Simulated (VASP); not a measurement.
# K (I4_1/amd) in VASP: a series of runs

Runs on K. Level: PBE. Tasks: single point.

Program: VASP 6.6.1. These are calculated values, not measurements. Logs are shortened: lines on timing, memory, paths and dates and some standing lists are left out, and cuts for length are marked.

### 1 The cell of the first run

The structure is tetragonal, space group I4_1/amd (No. 141). The conventional cell has a = 8.265 Å, b = 8.265 Å, c = 4.477 Å, α = 90.00°, β = 90.00°, γ = 90.00°. K (site symmetry -4m2) has 10 K at 4.28 to 5.32 Å within 5.6 Å.

### 2 Single point, PBE

Input file INCAR:

```
PREC = Accurate
ENCUT = 520
EDIFF = 1E-7
ISMEAR = 0
SIGMA = 0.1
LREAL = False
LASPH = True
NELM = 100
ALGO = Normal
ISIF = 2
LWAVE = False
LCHARG = False
GGA = PE
NBANDS = 16
```

Input file KPOINTS:

```
regular mesh
0
Gamma
  14 14 14
```

Input file POSCAR:

```
K
1.0
   -4.1325592995      4.1325592995      2.2384960203
    4.1325592995     -4.1325592995      2.2384960203
    4.1325592995      4.1325592995     -2.2384960203
K
2
Direct
    0.0000000000      0.0000000000      0.0000000000
    0.7500000000      0.2500000000      0.5000000000
```

Potentials or basis: VASP PAW PBE potentials, release 64 (K_sv).

Run with:

```sh
$ cat potpaw_PBE.64/K_sv/POTCAR > POTCAR
$ mpirun -np 1 vasp_std > vasp.out
```

OUTCAR:

```text
PREC = Accurate
   ENCUT = 520
   EDIFF = 1E-7
   ISMEAR = 0
   LREAL = False
   LASPH = True
   NELM = 100
   ISIF = 2
   GGA = PE

 ion  position               nearest neighbor table
   1  0.000  0.000  0.000-
   2  0.750  0.250  0.500-

  LATTYP: Found a body centered tetragonal cell.
 ALAT       =     8.2651185990
 C/A-ratio  =     0.5416730549

  Lattice vectors:

 A1 = (  -4.1325592995,   4.1325592995,   2.2384960203)
 A2 = (   4.1325592995,  -4.1325592995,   2.2384960203)
 A3 = (   4.1325592995,   4.1325592995,  -2.2384960203)

Analysis of symmetry for initial positions (statically):
=====================================================================
 Subroutine PRICEL returns:
 Original cell was already a primitive cell.

 Routine SETGRP: Setting up the symmetry group for a
 body centered tetragonal supercell.

 Subroutine GETGRP returns: Found 16 space group operations
 (whereof  8 operations were pure point group operations)
 out of a pool of 16 trial point group operations.

The static configuration has the point symmetry D_2d.
 The point group associated with its full space group is D_4h.

Analysis of symmetry for dynamics (positions and initial velocities):
=====================================================================
 Subroutine PRICEL returns:
 Original cell was already a primitive cell.

 Routine SETGRP: Setting up the symmetry group for a
 body centered tetragonal supercell.

 Subroutine GETGRP returns: Found 16 space group operations
 (whereof  8 operations were pure point group operations)
 out of a pool of 16 trial point group operations.

The dynamic configuration has the point symmetry D_2d.
 The point group associated with its full space group is D_4h.

 Subroutine INISYM returns: Found 16 space group operations
 (whereof  8 operations are pure point group operations),
 and found     1 'primitive' translations

----------------------------------------------------------------------------------------

                                     Primitive cell

  volume of cell :     152.9166

  direct lattice vectors                    reciprocal lattice vectors
    -4.132559299  4.132559299  2.238496020     0.000000000  0.120990399  0.223364257
     4.132559299 -4.132559299  2.238496020     0.120990399  0.000000000  0.223364257
     4.132559299  4.132559299 -2.238496020     0.120990399  0.120990399  0.000000000

  length of vectors
     6.258350994  6.258350994  6.258350994     0.254028085  0.254028085  0.171106264

  position of ions in fractional coordinates (direct lattice)
     0.000000000  0.000000000  0.000000000
     0.750000000  0.250000000  0.500000000

  ion indices of the primitive-cell ions
   primitive index   ion index
                 1           1
                 2           2

----------------------------------------------------------------------------------------

 KPOINTS: regular mesh

Automatic generation of k-mesh.
 Grid dimensions read from file:
 generate k-points for:   14   14   14

 Generating k-lattice:

  Cartesian coordinates                     Fractional coordinates (reciprocal lattice)
     0.000000000  0.008642171  0.015954590     0.071428571  0.000000000  0.000000000
     0.008642171  0.000000000  0.015954590     0.000000000  0.071428571  0.000000000
     0.008642171  0.008642171  0.000000000     0.000000000  0.000000000  0.071428571

  Length of vectors
     0.018144863  0.018144863  0.012221876

  Shift w.r.t. Gamma in fractional coordinates (k-lattice)
     0.000000000  0.000000000  0.000000000

 Subroutine IBZKPT returns following result:
 ===========================================

 Found    244 irreducible k-points:

 Following reciprocal coordinates:
            Coordinates               Weight
  0.000000  0.000000  0.000000      1.000000
  0.071429  0.000000  0.000000      8.000000
  0.142857  0.000000  0.000000      8.000000
  0.214286 -0.000000  0.000000      8.000000
  0.285714  0.000000 -0.000000      8.000000
  0.357143  0.000000 -0.000000      8.000000
[... 16 lines left out ...]
  0.214286  0.142857  0.000000     16.000000
  0.285714  0.142857 -0.000000     16.000000
 [... further k-points ...]
   k-points           NKPTS =    244   k-points in BZ     NKDIM =    244   number of bands    NBANDS=     16
   number of dos      NEDOS =    301   number of ions     NIONS =      2
   total plane-waves  NPLWV = 110592
   dimension x,y,z NGX =    48 NGY =   48 NGZ =   48
   dimension x,y,z NGXF=    96 NGYF=   96 NGZF=   96
   ions per type =               2
   NGX,Y,Z   is equivalent  to a cutoff of  12.75, 12.75, 12.75 a.u.
   NGXF,Y,Z  is equivalent  to a cutoff of  25.50, 25.50, 25.50 a.u.
 SYSTEM =  unknown system
   PREC   = accura    normal or accurate (medium, high low for compatibility)
   ISTART =      0    job   : 0-new  1-cont  2-samecut
   ICHARG =      2    charge: 1-file 2-atom 10-const
   ISPIN  =      1    spin polarized calculation?
   LNONCOLLINEAR =      F non collinear calculations
   LSORBIT =      F    spin-orbit coupling
   LASPH  =      T    aspherical Exc in radial PAW
   ENCUT  =  520.0 eV  38.22 Ry    6.18 a.u.  11.64 11.64 11.64*2*pi/ulx,y,z
   NELM   =    100;   NELMIN=  2; NELMDL= -5     # of ELM steps
   EDIFF  = 0.1E-06   stopping-criterion for ELM
   LREAL  =      F    real-space projection
   EDIFFG = 0.1E-05   stopping-criterion for IOM
   NSW    =      0    number of steps for IOM
   IBRION =     -1    ionic relax: 0-MD 1-quasi-New 2-CG
   NFREE  =      0    steps in history (QN), initial steepest desc. (CG)
   ISIF   =      2    stress and relaxation
   ISYM   =      2    0-nonsym 1-usesym 2-fastsym
   POTIM  = 0.5000    time-step for ionic-motion
   TEBEG  =    0.0;   TEEND  =   0.0 temperature during run
   PSTRESS=    0.0 pullay stress
   NELECT =      18.0000    total number of electrons
   NUPDOWN=      -1.0000    fix difference up-down
   EMIN   =  10.00;   EMAX   =-10.00  energy-range for DOS
   EFERMI =   0.00;   METHOD = LEGACY
   ISMEAR =     0;   SIGMA  =   0.10  broadening in eV -4-tet -1-fermi 0-gaus
   EFERMI_NEDOS =   21; number of points for ismear=-14 and -15
   IALGO  =     38    algorithm
   IMIX   =      4    mixing-type and parameters
     AMIX     =   0.40;   BMIX     =  1.00
     AMIX_MAG =   1.60;   BMIX_MAG =  1.00
  volume/ion in A,a.u.               =      76.46       515.97
  Fermi-wavevector in a.u.,A,eV,Ry     =   0.802320  1.516165  8.758302  0.643717
  Thomas-Fermi vector in A             =   1.909975
   LORBIT       =      0    0 simple, 1 ext, 2 COOP (PROOUT), +10 PAW based schemes
   GGA     = PE    functional components
   LHFCALC =     F    Hartree Fock is set to
   AEXX    =    0.0000 exact exchange contribution
   IVDW    =     0    specifies the selected vdW correction
   LEPSILON=     F    determine dielectric tensor
   LRPA    =     F    only Hartree local field effects (RPA)
 non-spin polarized calculation
 Gauss-broadening in eV      SIGMA  =   0.10
  energy-cutoff  :      520.00
  volume of cell :      152.92
 maximum number of plane-waves:      4173
   NGX = 23   NGY = 23   NGZ = 23

 number of electron      18.0000002 magnetization

 Free energy of the ion-electron system (eV)
  ---------------------------------------------------
  ext. energy  EPLUGINS =         0.00000000
  ---------------------------------------------------
  free energy    TOTEN  =        -1.96967822 eV

  energy without entropy =       -1.96088806  energy(sigma->0) =       -1.96528314

 E-fermi :  -0.1767     XC(G=0):  -5.5540

 val. band max:       -0.1802267964   @ k =   0.5000   0.2857  -0.0000
 cond. band min:      -0.1755018939   @ k =  -0.3571   0.3571   0.2143
 fundamental gap:      0.0047249025
 Fermi energy:        -0.1767083518

 k-point     1 :       0.0000    0.0000    0.0000
  band No.  band energies     occupation
      1     -32.4481      2.00000
      2     -32.4389      2.00000
      3     -15.9648      2.00000
      4     -15.9648      2.00000
      5     -15.8927      2.00000
      6     -15.8916      2.00000
[... 8 lines left out ...]
     15       3.4594      0.00000
     16       4.7729      0.00000

 k-point     2 :       0.0714    0.0000    0.0000
  band No.  band energies     occupation
      1     -32.4479      2.00000
      2     -32.4389      2.00000
      3     -15.9646      2.00000
      4     -15.9635      2.00000
      5     -15.8963      2.00000
      6     -15.8945      2.00000
[... 8 lines left out ...]
     15       3.4496      0.00000
     16       4.3031      0.00000

 k-point     3 :       0.1429    0.0000    0.0000
  band No.  band energies     occupation
      1     -32.4473      2.00000
      2     -32.4388      2.00000
      3     -15.9639      2.00000
      4     -15.9598      2.00000
      5     -15.9048      2.00000
      6     -15.9025      2.00000
[... 8 lines left out ...]
     15       3.3541      0.00000
     16       3.8175      0.00000

 k-point     4 :       0.2143   -0.0000    0.0000
  band No.  band energies     occupation
      1     -32.4464      2.00000
      2     -32.4387      2.00000
      3     -15.9629      2.00000
      4     -15.9547      2.00000
      5     -15.9169      2.00000
      6     -15.9130      2.00000
[... 8 lines left out ...]
     15       3.2436      0.00000
     16       3.4064      0.00000
[... 324 lines left out ...]
 k-point    22 :       0.1429    0.1429    0.0000
  band No.  band energies     occupation
      1     -32.4456      2.00000
      2     -32.4384      2.00000
      3     -15.9586      2.00000
      4     -15.9574      2.00000
      5     -15.9269      2.00000
      6     -15.9262      2.00000
[... 8 lines left out ...]
     15       2.9263      0.00000
     16       3.5028      0.00000

 k-point    23 :       0.2143    0.1429    0.0000
  band No.  band energies     occupation
      1     -32.4446      2.00000
      2     -32.4384      2.00000
      3     -15.9590      2.00000
      4     -15.9547      2.00000
      5     -15.9376      2.00000
      6     -15.9346      2.00000
[... 8 lines left out ...]
     15       2.9982      0.00000
     16       3.2642      0.00000

 k-point    24 :       0.2857    0.1429   -0.0000
  band No.  band energies     occupation
      1     -32.4438      2.00000
      2     -32.4386      2.00000
      3     -15.9615      2.00000
      4     -15.9541      2.00000
      5     -15.9454      2.00000
      6     -15.9350      2.00000
[... 8 lines left out ...]
     15       2.9935      0.00000
     16       3.3454      0.00000

 [... further k-points ...]

------------------------ aborting loop because EDIFF is reached ----------------------------------------

  FORCE on cell =-STRESS in cart. coord.  units (eV):
  Direction    XX          YY          ZZ          XY          YZ          ZX
  --------------------------------------------------------------------------------------
  -------------------------------------------------------------------------------------
  Total       -0.0037422     -0.0037422     -0.0113616      0.0000000      0.0000000      0.0000000
  in kB       -0.0392089     -0.0392089     -0.1190405      0.0000000      0.0000000      0.0000000
  external PRESSURE =      -0.0658194 kB  Pullay stress =       0.0000000 kB

 VOLUME and BASIS-vectors are now :
 -----------------------------------------------------------------------------
  energy-cutoff  :      520.00
  volume of cell :      152.92
      direct lattice vectors                 reciprocal lattice vectors
    -4.132559299  4.132559299  2.238496020     0.000000000  0.120990399  0.223364257
     4.132559299 -4.132559299  2.238496020     0.120990399  0.000000000  0.223364257
     4.132559299  4.132559299 -2.238496020     0.120990399  0.120990399  0.000000000

 POSITION                                       TOTAL-FORCE (eV/Angst)
 -----------------------------------------------------------------------------------
      0.00000      0.00000      0.00000        -0.000000      0.000000     -0.000000
     -0.00000      4.13256      1.11925         0.000000     -0.000000      0.000000
 -----------------------------------------------------------------------------------
    total drift:                                0.000000     -0.000000      0.000000

  FREE ENERGIE OF THE ION-ELECTRON SYSTEM (eV)
  ---------------------------------------------------
  free  energy   TOTEN  =        -1.9696782232 eV

  energy  without entropy=       -1.9608880573  energy(sigma->0) =       -1.96528314
```

Run time: 4.1 min. Hardware: 1 thread of Intel Xeon 6975P-C (Granite Rapids), shared host; peak memory 0.65 GiB.

What came out:

```
Free energy            : -1.9697 eV
Pressure               : 0.0 GPa
Band gap on the k mesh : zero (band 9 reaches 0.54 eV, above the bottom of band 10 at -1.09 eV)
```

### 3 Single point, PBE

This run uses another cell than the first one, of 78.56 Å³/atom, 1.027 times its volume.

Input file INCAR:

```
SYSTEM = K
  PREC = Accurate
  ENCUT = 520
  EDIFF = 1E-6
  ISMEAR = 0
  SIGMA = 0.1
  LREAL = .FALSE.
  LASPH = .TRUE.
  NELM = 100
  ALGO = Normal
  ISIF = 2
  LWAVE = .FALSE.
  LCHARG = .TRUE.
  GGA = PE
  LELF = .TRUE.
  LVHAR = .TRUE.
  NBANDS = 16
```

Input file KPOINTS:

```
Automatic mesh
0
G
  4 4 4
  0 0 0
```

Input file POSCAR:

```
K
1.0
   -4.1602502117      4.1602502117      2.2694932864
    4.1602502117     -4.1602502117      2.2694932864
    4.1602502117      4.1602502117     -2.2694932864
K
2
Direct
    0.0000000000      0.0000000000      0.0000000000
    0.7500000000      0.2500000000      0.5000000000
```

Potentials or basis: VASP PAW PBE potentials, release 64 (K_sv).

Run with:

```sh
$ cat potpaw_PBE.64/K_sv/POTCAR > POTCAR
$ mpirun -np 1 vasp_std > vasp.out
```

OUTCAR:

```text
SYSTEM = K
   PREC = Accurate
   ENCUT = 520
   EDIFF = 1E-6
   ISMEAR = 0
   LREAL = .FALSE.
   LASPH = .TRUE.
   NELM = 100
   ISIF = 2
   GGA = PE

 ion  position               nearest neighbor table
   1  0.000  0.000  0.000-
   2  0.750  0.250  0.500-

  LATTYP: Found a body centered tetragonal cell.
 ALAT       =     8.3205004234
 C/A-ratio  =     0.5455184594

  Lattice vectors:
[... 412 lines left out ...]
      6     -15.9553      2.00000
[... 8 lines left out ...]
     15       4.5860      0.00000
     16       4.5860      0.00000

------------------------ aborting loop because EDIFF is reached ----------------------------------------

  FORCE on cell =-STRESS in cart. coord.  units (eV):
  Direction    XX          YY          ZZ          XY          YZ          ZX
  --------------------------------------------------------------------------------------
  -------------------------------------------------------------------------------------
  Total       -0.1260763     -0.1260763      0.0623150      0.0000000     -0.0000000      0.0000000
  in kB       -1.2856302     -1.2856302      0.6354410      0.0000000     -0.0000000      0.0000000
  external PRESSURE =      -0.6452732 kB  Pullay stress =       0.0000000 kB

 VOLUME and BASIS-vectors are now :
 -----------------------------------------------------------------------------
  energy-cutoff  :      520.00
  volume of cell :      157.12
      direct lattice vectors                 reciprocal lattice vectors
    -4.160250212  4.160250212  2.269493286     0.000000000  0.120185079  0.220313496
     4.160250212 -4.160250212  2.269493286     0.120185079  0.000000000  0.220313496
     4.160250212  4.160250212 -2.269493286     0.120185079  0.120185079  0.000000000

 POSITION                                       TOTAL-FORCE (eV/Angst)
 -----------------------------------------------------------------------------------
      0.00000      0.00000      0.00000        -0.000000     -0.000000     -0.000000
     -0.00000      4.16025      1.13475         0.000000      0.000000      0.000000
 -----------------------------------------------------------------------------------
    total drift:                                0.000000     -0.000000      0.000000

  FREE ENERGIE OF THE ION-ELECTRON SYSTEM (eV)
  ---------------------------------------------------
  free  energy   TOTEN  =        -1.9460586542 eV

  energy  without entropy=       -1.9307112819  energy(sigma->0) =       -1.93838497
```

stdout:

```text
POSCAR found type information on POSCAR K
 POSCAR found :  1 types and       2 ions
 scaLAPACK will be used
 LDA part: xc-table for (Slater+PW92), standard interpolation
 POSCAR, INCAR and KPOINTS ok, starting setup
 FFT: planning ... GRIDC
 FFT: planning ... GRID_SOFT
 FFT: planning ... GRID
 WAVECAR not read
 entering main loop
```

Run time: 1.8 min. Hardware: 1 thread of AMD EPYC 7R13, shared host; peak memory 0.28 GiB.

What came out:

| Quantity | Value |
| --- | --- |
| Free energy | -1.9461 eV |
| Pressure | -0.1 GPa |
| Band gap on the k mesh | zero (band 9 reaches 0.53 eV, above the bottom of band 10 at -1.12 eV) |

Stress tensor (GPa, compression positive):
```
-0.13  0.00  0.00
 0.00 -0.13  0.00
 0.00  0.00  0.06
```

Levels at points of the mesh, in eV from the Fermi level:
| k point | band 7 | band 8 | band 9 | band 10 | band 11 | band 12 |
| --- | --- | --- | --- | --- | --- | --- |
| (0.00, 0.00, 0.00) | -15.86 | -15.86 | -2.21 | 1.15 | 2.02 | 2.29 |
| (0.50, 0.00, 0.00) | -15.88 | -15.86 | 0.15 | 0.28 | 1.36 | 2.23 |
| (0.50, 0.50, 0.00) | -15.85 | -15.85 | -1.03 | -1.03 | 2.51 | 2.51 |
| (0.50, 0.50, 0.50) | -15.85 | -15.85 | -0.06 | -0.06 | 0.15 | 0.15 |

Caveat: the k points lie up to 0.39 Å⁻¹ apart.
